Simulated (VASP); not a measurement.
# CoC18 in VASP: notebook

Runs on CoC18. Level: PBEsol. Tasks: single point.

Everything below comes from runs of VASP 6.6.1. Logs are shortened: lines on timing, memory, paths and dates and some standing lists are left out, and cuts for length are marked.

### Step 1. The cell of the first run

The cell holds a slab with vacuum, 19 atoms: a = 7.398 Å, b = 7.398 Å, c = 12.000 Å, α = 90.00°, β = 90.00°, γ = 120.00°.

### Step 2. Single point, PBEsol, collinear spin, ferromagnetic start

INCAR

```
ALGO = Normal ; EDIFF = 1E-6
ENCUT = 520 ; GGA = PS
ISIF = 2 ; ISMEAR = 0
ISPIN = 2 ; LASPH = T
LCHARG = F ; LMAXMIX = 4
LORBIT = 11 ; LREAL = Auto
LWAVE = F ; MAGMOM = 0 0 0 0 0 0 0 0 0 0 0 0 0 0 0 0 0 0 1.1
NBANDS = 60 ; NELM = 150
PREC = Accurate ; SIGMA = 0.02
```

KPOINTS

```
k-points
0
Gamma
  2 2 1
```

POSCAR

```
CoC18
1.0
    7.3980000000      0.0000000000      0.0000000000
   -3.6990000000      6.4068560000      0.0000000000
    0.0000000000      0.0000000000     12.0000000000
C Co
18 1
Direct
   -0.0029338275     -0.0074599772      0.0869504167
    0.2186599724      0.1034480875      0.0870008333
   -0.0025461444      0.3266611580      0.0826501667
    0.2190253854      0.4368301707      0.0829574167
   -0.0033127058      0.6591718309      0.0828701667
    0.2182623113      0.7693656608      0.0826164167
    0.3278010817     -0.0087062984      0.0858555000
    0.5516361317      0.1042252237      0.0818925833
    0.3301350137      0.3257252855      0.0852946667
    0.5524102762      0.4371952483      0.0870004167
    0.3291985628      0.6584057766      0.0826497500
    0.5511600188      0.7679637251      0.0858030000
    0.6641129404     -0.0082510049      0.0814518333
    0.8878923057      0.1046967499      0.0858113333
    0.6645705222      0.3280607524      0.0858460833
    0.8864890361      0.4375931034      0.0826189167
    0.6633238968      0.6587956714      0.0869473333
    0.8855827494      0.7702739066      0.0851907500
    0.6088175157      1.0469578214      0.2285916667
```

Potentials or basis: VASP PAW PBE potentials, release 64 (C, Co).

Launch:

```
> cat potpaw_PBE.64/C/POTCAR potpaw_PBE.64/Co/POTCAR > POTCAR
> mpirun -np 1 vasp_std > vasp.out
```

OUTCAR:

```text
EDIFF = 1E-6
   ENCUT = 520
   GGA = PS
   ISIF = 2
   ISMEAR = 0
   ISPIN = 2
   LASPH = T
   LORBIT = 11
   LREAL = Auto
   NELM = 150
   PREC = Accurate

 ion  position               nearest neighbor table
   1  0.997  0.993  0.087-  14 1.42   2 1.42  18 1.42
   2  0.219  0.103  0.087-   7 1.42   1 1.42   9 1.42
   3  0.997  0.327  0.083-   4 1.42  16 1.42  14 1.42
   4  0.219  0.437  0.083-   3 1.42  11 1.42   9 1.42
   5  0.997  0.659  0.083-   6 1.42  16 1.42  18 1.42
   6  0.218  0.769  0.083-   5 1.42  11 1.42   7 1.42
   7  0.328  0.991  0.086-   2 1.42   6 1.42   8 1.43  19 2.56
   8  0.552  0.104  0.082-  15 1.43   7 1.43  13 1.44  19 1.91
   9  0.330  0.326  0.085-   4 1.42  10 1.42   2 1.42
  10  0.552  0.437  0.087-  15 1.42  17 1.42   9 1.42
  11  0.329  0.658  0.083-   4 1.42   6 1.42  12 1.42
  12  0.551  0.768  0.086-  17 1.42  11 1.42  13 1.43  19 2.55
  13  0.664  0.992  0.081-  14 1.43  12 1.43   8 1.44  19 1.90
  14  0.888  0.105  0.086-   1 1.42   3 1.42  13 1.43  19 2.55
  15  0.665  0.328  0.086-  10 1.42  16 1.42   8 1.43  19 2.56
  16  0.886  0.438  0.083-   5 1.42   3 1.42  15 1.42
  17  0.663  0.659  0.087-  12 1.42  10 1.42  18 1.42
  18  0.886  0.770  0.085-   5 1.42  17 1.42   1 1.42
  19  0.609  0.047  0.229-  13 1.90   8 1.91  12 2.55  14 2.55   7 2.56  15 2.56

  LATTYP: Found a hexagonal cell.
 ALAT       =     7.3980000000
 C/A-ratio  =     1.6220600162

  Lattice vectors:

 A1 = (   7.3980000000,   0.0000000000,   0.0000000000)
 A2 = (  -3.6990000000,   6.4068560000,   0.0000000000)
 A3 = (   0.0000000000,   0.0000000000,  12.0000000000)

Analysis of symmetry for initial positions (statically):
=====================================================================
 Subroutine PRICEL returns:
 Original cell was already a primitive cell.

 Routine SETGRP: Setting up the symmetry group for a
 hexagonal supercell.

 Subroutine GETGRP returns: Found  1 space group operations
 (whereof  1 operations were pure point group operations)
 out of a pool of 24 trial point group operations.

The static configuration has the point symmetry C_1 .

Analysis of symmetry for dynamics (positions and initial velocities):
=====================================================================
 Subroutine PRICEL returns:
 Original cell was already a primitive cell.

 Routine SETGRP: Setting up the symmetry group for a
 hexagonal supercell.

 Subroutine GETGRP returns: Found  1 space group operations
[... 172 lines left out ...]
  ---------------------------------------------------
  ext. energy  EPLUGINS =         0.00000000
  ---------------------------------------------------
  free energy    TOTEN  =      -176.44917290 eV

  energy without entropy =     -176.44916747  energy(sigma->0) =     -176.44917018

 E-fermi :  -0.9140     XC(G=0):  -3.9771

 val. band max:       -0.9641869067   @ k =   0.0000   0.0000   0.0000
 cond. band min:      -0.8639886768   @ k =   0.0000   0.0000   0.0000
 fundamental gap:      0.1001982299
 Fermi energy:        -0.9140159709

 spin component 1

 k-point     1 :       0.0000    0.0000    0.0000
  band No.  band energies     occupation
      1     -20.6729      1.00000
      2     -18.3475      1.00000
      3     -18.0889      1.00000
      4     -18.0256      1.00000
      5     -18.0005      1.00000
      6     -17.9842      1.00000
[... 209 lines left out ...]
     51       3.7163      0.00000
     52       3.8885      0.00000
 Fermi energy:        -0.9140159709

 spin component 2

 k-point     1 :       0.0000    0.0000    0.0000
  band No.  band energies     occupation
      1     -20.6768      1.00000
      2     -18.3654      1.00000
      3     -18.0897      1.00000
      4     -18.0188      1.00000
      5     -17.9951      1.00000
      6     -17.9932      1.00000
[... 209 lines left out ...]
     51       3.7085      0.00000
     52       3.8477      0.00000
 [bands above 52 left out]

------------------------ aborting loop because EDIFF is reached ----------------------------------------

  FORCE on cell =-STRESS in cart. coord.  units (eV):
  Direction    XX          YY          ZZ          XY          YZ          ZX
  --------------------------------------------------------------------------------------
  -------------------------------------------------------------------------------------
  Total        1.7705870      2.7016780      0.0521389      0.7918364      0.0078840     -0.0114692
  in kB        4.9875505      7.6103325      0.1468696      2.2305169      0.0222083     -0.0323075
  external PRESSURE =       4.2482509 kB  Pullay stress =       0.0000000 kB

 VOLUME and BASIS-vectors are now :
 -----------------------------------------------------------------------------
  energy-cutoff  :      520.00
  volume of cell :      568.78
      direct lattice vectors                 reciprocal lattice vectors
     7.398000000  0.000000000  0.000000000     0.135171668  0.078041398  0.000000000
    -3.699000000  6.406856000  0.000000000     0.000000000  0.156082796  0.000000000
     0.000000000  0.000000000 12.000000000     0.000000000  0.000000000  0.083333333

 POSITION                                       TOTAL-FORCE (eV/Angst)
 -----------------------------------------------------------------------------------
      3.70489      6.35906      1.04341        -0.007791     -0.001342      0.001035
      1.23499      0.66278      1.04401         0.008468      0.002618      0.003856
      6.17084      2.09287      0.99180         0.004514      0.013975     -0.001728
      0.00451      2.79871      0.99549        -0.011687      0.005009      0.002528
      4.93522      4.22322      0.99444         0.010173     -0.007290      0.003572
     -1.23118      4.92922      0.99140         0.002266     -0.012203      0.002239
[... 11 lines left out ...]
      3.70230      4.93503      1.02229        -0.012659      0.004164     -0.005743
      4.33033      0.30085      2.74310        -0.002082      0.000523      0.108895
 -----------------------------------------------------------------------------------
    total drift:                               -0.012899     -0.006439     -0.014167

  FREE ENERGIE OF THE ION-ELECTRON SYSTEM (eV)
  ---------------------------------------------------
  free  energy   TOTEN  =      -176.4491729010 eV

  energy  without entropy=     -176.4491674656  energy(sigma->0) =     -176.44917018

 total charge

# of ion       s       p       d       tot
------------------------------------------
    1        0.857   1.794   0.000   2.651
    2        0.857   1.794   0.000   2.651
    3        0.857   1.794   0.000   2.650
    4        0.860   1.783   0.000   2.643
    5        0.860   1.783   0.000   2.643
    6        0.857   1.794   0.000   2.650
[... 11 lines left out ...]
   18        0.858   1.779   0.000   2.637
   19        0.312   0.217   7.646   8.176
--------------------------------------------------
tot         15.733  32.429   7.646  55.809

 magnetization (x)

# of ion       s       p       d       tot
------------------------------------------
    1        0.000   0.004   0.000   0.004
    2        0.000   0.004   0.000   0.004
    3        0.000   0.004   0.000   0.004
    4       -0.000  -0.007   0.000  -0.007
    5       -0.000  -0.007   0.000  -0.007
    6        0.000   0.004   0.000   0.004
[... 11 lines left out ...]
   18       -0.000  -0.008   0.000  -0.009
   19       -0.005  -0.001   1.068   1.062
--------------------------------------------------
tot         -0.005  -0.020   1.068   1.043
```

OSZICAR:

```text
N       E                     dE             d eps       ncg     rms          rms(c)
DAV:   1     0.653318191242E+03    0.65332E+03   -0.32025E+04   960   0.108E+03
DAV:   2    -0.803476439612E+02   -0.73367E+03   -0.67753E+03  1356   0.269E+02
[... 26 lines left out ...]
DAV:  29    -0.176449148004E+03   -0.21826E-04   -0.21798E-06   772   0.463E-03    0.154E-03
DAV:  30    -0.176449159852E+03   -0.11848E-04   -0.77928E-07   736   0.206E-03    0.118E-03
DAV:  31    -0.176449167033E+03   -0.71805E-05   -0.31189E-07   712   0.137E-03    0.119E-03
DAV:  32    -0.176449170541E+03   -0.35087E-05   -0.15640E-07   676   0.119E-03    0.498E-04
DAV:  33    -0.176449172577E+03   -0.20355E-05   -0.13336E-07   672   0.766E-04    0.405E-04
DAV:  34    -0.176449172901E+03   -0.32434E-06   -0.24044E-08   712   0.589E-04
   1 F= -.17644917E+03 E0= -.17644917E+03  d E =-.543547E-05  mag=     1.0000
```

Wall time 16 min (1 thread of AMD EPYC 9R14 (Zen 4), shared host); peak memory 0.85 GiB.

Results:

* Free energy: -176.4492 eV
* Largest force: 0.109 eV/Å
* Band gap on the k mesh: 0.10 eV
* Net moment: 1.00 μB per cell
* Site moments: C +0.00, -0.01, -0.02, +0.01 (each value once); Co +1.06 μB
* Valence electrons inside the program's atomic spheres: C 2.65, 2.64, 2.66 (each value once); Co 8.18

Forces on the atoms (eV/Å):
```
C   -0.008 -0.001  0.001
C    0.008  0.003  0.004
C    0.005  0.014 -0.002
C   -0.012  0.005  0.003
C    0.010 -0.007  0.004
C    0.002 -0.012  0.002
C    0.001  0.010  0.004
C   -0.039  0.020 -0.056
C    0.005 -0.013 -0.004
C    0.001 -0.009 -0.003
C   -0.011  0.004 -0.002
C    0.012 -0.003 -0.008
C    0.025 -0.020 -0.050
C    0.016 -0.005 -0.002
C   -0.011 -0.007  0.007
C    0.011  0.007 -0.001
C   -0.002  0.011  0.000
C   -0.013  0.004 -0.006
Co  -0.002  0.001  0.109
```

Caveat: the k points lie up to 0.49 Å⁻¹ apart; there is no dipole correction, which matters where the two faces differ; the PAW data sets were made with another functional, which shifts forces and pressure a little.

### Step 3. Single point, PBEsol, collinear spin, ferromagnetic start

INCAR

```
  PREC = Accurate
  ENCUT = 520
  EDIFF = 1E-6
  ISMEAR = 0
  SIGMA = 0.02
  LREAL = Auto
  LASPH = True
  NELM = 150
  ALGO = Normal
  ISIF = 2
  LWAVE = False
  LCHARG = False
  ISPIN = 2
  MAGMOM = 0 0 0 0 0 0 0 0 0 0 0 0 0 0 0 0 0 0 1.1
  LORBIT = 11
  LMAXMIX = 4
  GGA = PS
  NBANDS = 60
```

KPOINTS

```
Automatic mesh
0
Gamma
  2 2 1
```

POSCAR

```
CoC18
1.0
    7.3980000000      0.0000000000      0.0000000000
   -3.6990000000      6.4068560000      0.0000000000
    0.0000000000      0.0000000000     12.0000000000
C Co
18 1
Direct
   -0.0028981729     -0.0075149184      0.0874062500
    0.2187179557      0.1034056330      0.0874066667
   -0.0024586649      0.3266544464      0.0828535000
    0.2190520452      0.4367872479      0.0833773333
   -0.0032327668      0.6591029984      0.0833770833
    0.2182782916      0.7692359560      0.0828537500
    0.3279293051     -0.0087131660      0.0857527500
    0.5516622318      0.1042011870      0.0805803333
    0.3302005158      0.3256578578      0.0856508333
    0.5524390311      0.4371240746      0.0872757500
    0.3292116679      0.6583179019      0.0827963333
    0.5512307046      0.7679393762      0.0856280833
    0.6641576082     -0.0083106285      0.0805789167
    0.8878906700      0.1046037245      0.0857515833
    0.6645887507      0.3279514945      0.0856275833
    0.8866076313      0.4375726565      0.0827959167
    0.6633808089      0.6587664839      0.0872757500
    0.8856189758      0.7702325446      0.0856505833
    0.6079085471      1.0479373971      0.2273604167
```

Potentials or basis: VASP PAW PBE potentials, release 64 (C, Co).

Launch:

```
> cat potpaw_PBE.64/C/POTCAR potpaw_PBE.64/Co/POTCAR > POTCAR
> mpirun -np 1 vasp_std > vasp.out
```

OUTCAR:

```text
PREC = Accurate
   ENCUT = 520
   EDIFF = 1E-6
   ISMEAR = 0
   LREAL = Auto
   LASPH = True
   NELM = 150
   ISIF = 2
   ISPIN = 2
   LORBIT = 11
   GGA = PS

 ion  position               nearest neighbor table
   1  0.997  0.992  0.087-  14 1.42   2 1.42  18 1.42
   2  0.219  0.103  0.087-   7 1.42   1 1.42   9 1.42
   3  0.998  0.327  0.083-   4 1.42  16 1.42  14 1.42
   4  0.219  0.437  0.083-   3 1.42  11 1.42   9 1.42
   5  0.997  0.659  0.083-   6 1.42  16 1.42  18 1.42
   6  0.218  0.769  0.083-   5 1.42  11 1.42   7 1.42
   7  0.328  0.991  0.086-   2 1.42   6 1.42   8 1.43  19 2.55
   8  0.552  0.104  0.081-   7 1.43  15 1.43  13 1.44  19 1.90
[... 701 lines left out ...]
      0.00487      2.79843      1.00053         0.005543     -0.005814     -0.010174
      4.93606      4.22278      1.00052        -0.004584      0.002163     -0.009658
     -1.23058      4.92838      0.99424         0.005468     -0.000915     -0.004227
[... 11 lines left out ...]
      3.70272      4.93477      1.02781        -0.000174     -0.007027     -0.010094
      4.31999      0.30713      2.72833        -0.000054     -0.000962      0.142033
 -----------------------------------------------------------------------------------
    total drift:                                0.006312      0.003918     -0.015548

  FREE ENERGIE OF THE ION-ELECTRON SYSTEM (eV)
  ---------------------------------------------------
  free  energy   TOTEN  =      -176.4481755791 eV

  energy  without entropy=     -176.4481748212  energy(sigma->0) =     -176.44817520

 total charge

# of ion       s       p       d       tot
------------------------------------------
    1        0.857   1.793   0.000   2.651
    2        0.857   1.793   0.000   2.651
    3        0.857   1.794   0.000   2.650
    4        0.860   1.783   0.000   2.643
    5        0.860   1.783   0.000   2.643
    6        0.857   1.794   0.000   2.650
[... 11 lines left out ...]
   18        0.858   1.779   0.000   2.637
   19        0.312   0.219   7.648   8.179
--------------------------------------------------
tot         15.732  32.430   7.648  55.810

 magnetization (x)

# of ion       s       p       d       tot
------------------------------------------
    1        0.000   0.004   0.000   0.005
    2        0.000   0.004   0.000   0.005
    3        0.000   0.004   0.000   0.004
    4       -0.000  -0.007   0.000  -0.007
    5       -0.000  -0.007   0.000  -0.007
    6        0.000   0.004   0.000   0.004
[... 11 lines left out ...]
   18       -0.000  -0.008   0.000  -0.008
   19       -0.005  -0.001   1.065   1.059
--------------------------------------------------
tot         -0.004  -0.018   1.065   1.042
```

stdout:

```text
POSCAR found type information on POSCAR C Co
 POSCAR found :  2 types and      19 ions
 scaLAPACK will be used
 -----------------------------------------------------------------------------
|                                                                             |
|                                                                             |
|     You enforced a specific xc type in the INCAR file but a different       |
|     I HOPE YOU KNOW WHAT YOU ARE DOING!                                     |
|                                                                             |
 -----------------------------------------------------------------------------

 LDA part: xc-table for (Slater+PW92), standard interpolation
 POSCAR, INCAR and KPOINTS ok, starting setup
 FFT: planning ... GRIDC
 FFT: planning ... GRID_SOFT
 FFT: planning ... GRID
 WAVECAR not read
 entering main loop
```

Wall time 7.5 min (1 thread of Intel Xeon 6975P-C (Granite Rapids), shared host); peak memory 0.88 GiB.

What came out:

| Item | Value |
| --- | --- |
| Free energy | -176.4482 eV |
| Largest force | 0.142 eV/Å |
| Band gap on the k mesh | 0.11 eV |
| Net moment | 1.00 μB per cell |
| Site moments | C +0.01, +0.00, -0.01, -0.02 (each value once); Co +1.06 μB |
| Valence electrons inside the program's atomic spheres | C 2.65, 2.64 (each value once); Co 8.18 |

Forces on the atoms (eV/Å):
```
C   -0.002  0.000 -0.008
C    0.003  0.002 -0.010
C    0.001  0.002 -0.007
C    0.006 -0.006 -0.010
C   -0.005  0.002 -0.010
C    0.005 -0.001 -0.004
C   -0.004 -0.002  0.002
C   -0.025  0.014 -0.024
C   -0.007 -0.001 -0.010
C    0.002 -0.004 -0.008
C   -0.003  0.012 -0.007
C    0.002 -0.005 -0.004
C    0.021 -0.015 -0.027
C    0.010  0.006  0.003
C    0.001  0.003  0.006
C   -0.003 -0.003 -0.005
C    0.001  0.004 -0.009
C    0.000 -0.007 -0.010
Co   0.000 -0.001  0.142
```

Levels at points of the mesh, in eV from the valence-band top:
Spin up:
| k point | band 37 | band 38 | band 39 | band 40 | band 41 | band 42 | band 43 | band 44 | band 45 | band 46 |
| --- | --- | --- | --- | --- | --- | --- | --- | --- | --- | --- |
| (0.00, 0.00, 0.00) | -1.64 | -1.09 | -1.07 | -0.13 | 0.00 | 0.11 | 0.22 | 0.62 | 3.41 | 3.98 |
| (0.50, 0.00, 0.00) | -1.63 | -1.24 | -1.14 | -1.01 | -0.86 | 0.65 | 1.40 | 2.28 | 2.37 | 2.39 |
| (0.00, 0.50, 0.00) | -1.63 | -1.24 | -1.14 | -1.01 | -0.86 | 0.65 | 1.40 | 2.28 | 2.37 | 2.39 |
| (0.50, 0.50, 0.00) | -1.52 | -1.19 | -1.08 | -1.03 | -1.00 | 0.63 | 1.56 | 2.13 | 2.27 | 2.42 |
Spin down:
| k point | band 36 | band 37 | band 38 | band 39 | band 40 | band 41 | band 42 | band 43 | band 44 | band 45 |
| --- | --- | --- | --- | --- | --- | --- | --- | --- | --- | --- |
| (0.00, 0.00, 0.00) | -1.20 | -0.57 | -0.54 | -0.54 | -0.02 | 0.30 | 0.46 | 0.69 | 0.88 | 3.40 |
| (0.50, 0.00, 0.00) | -2.64 | -0.71 | -0.56 | -0.41 | -0.26 | 0.24 | 0.82 | 1.45 | 2.33 | 2.41 |
| (0.00, 0.50, 0.00) | -2.64 | -0.71 | -0.56 | -0.41 | -0.26 | 0.24 | 0.82 | 1.45 | 2.32 | 2.41 |
| (0.50, 0.50, 0.00) | -2.63 | -0.61 | -0.50 | -0.46 | -0.42 | 0.39 | 0.77 | 1.63 | 2.17 | 2.32 |

Caveat: the k points lie up to 0.49 Å⁻¹ apart; there is no dipole correction, which matters where the two faces differ; the PAW data sets were made with another functional, which shifts forces and pressure a little.
